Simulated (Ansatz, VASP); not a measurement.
**Ir in VASP and in Ansatz**

File INCAR:

```
SYSTEM = Ir
ALGO = Fast
EDIFF = 1E-6
ENCUT = 520
GGA = CA
ISIF = 2
ISMEAR = 0
LASPH = .True.
LCHARG = .False.
LREAL = .False.
LWAVE = .False.
NBANDS = 10
NELM = 60
PREC = Accurate
SIGMA = 0.15
```

The input KPOINTS:

```
k-points
0
Gamma
  20 20 20
  0 0 0
```

The input POSCAR:

```
Ir
1.0
   -0.2095945338      1.8530062193      1.8530062193
    1.6958103189     -0.0523986334      1.6958103189
    1.9054048527      1.9054048527     -0.2619931672
Ir
1
Direct
    0.0000000000      0.0000000000      0.0000000000
```

Input for Ansatz:

```yaml
crystal:
  lattice:
    - [-0.2095945338, 1.8530062193, 1.8530062193]
    - [1.6958103189, -0.0523986334, 1.6958103189]
    - [1.9054048527, 1.9054048527, -0.2619931672]
  atoms:
    - { symbol: Ir, position: [0.0, 0.0, 0.0] }
basis:
  ecutwfc: 420
kpoints:
  mp_grid: { grid: [20, 20, 20] }
hamiltonian:
  xc: lda
scf:
  occupations: { method: gaussian, width: 0.15 }
output:
  forces: true
  stress: true
  eigenvalues: true
```

Change from the starting cell: engineering shear strain xz -0.2200, engineering shear strain yz -0.0550.

Alike in both runs: task single point; functional LDA; k mesh 20 × 20 × 20; occupations gaussian, width 0.15 eV; no spin polarisation.

|  | VASP | Ansatz |
| --- | --- | --- |
| version | VASP 6.6.1 | Ansatz 0.2.0 |
| potentials or method | VASP PAW LDA potentials, release 64 (Ir), cutoff 520 eV | scalar-relativistic, plane waves, PAW |
| valence electrons in the cell | 9 | 17 |

VASP gave:

- gap on the k mesh at the Fermi level (eV): none
- pressure (GPa): 31.1
- traceless stress, the component that is largest in VASP (GPa): 62.40

Problem. Which values does Ansatz return?

Solution. gap on the k mesh at the Fermi level (eV): none; pressure (GPa): 28.3; traceless stress, the component that is largest in VASP (GPa): 61.77.

LDA's correlation is that of Perdew and Zunger in VASP and of Perdew and Wang (1992) in Ansatz. A gap of «none» marks a metal or a gap that the smearing closes. Both programs put the cell under a high pressure, so it lies far from rest at this level. VASP's potentials hold 9 valence electrons a cell and Ansatz's 17, so a difference there can come from the potentials and not from the codes.

Spin-orbit coupling is off throughout.
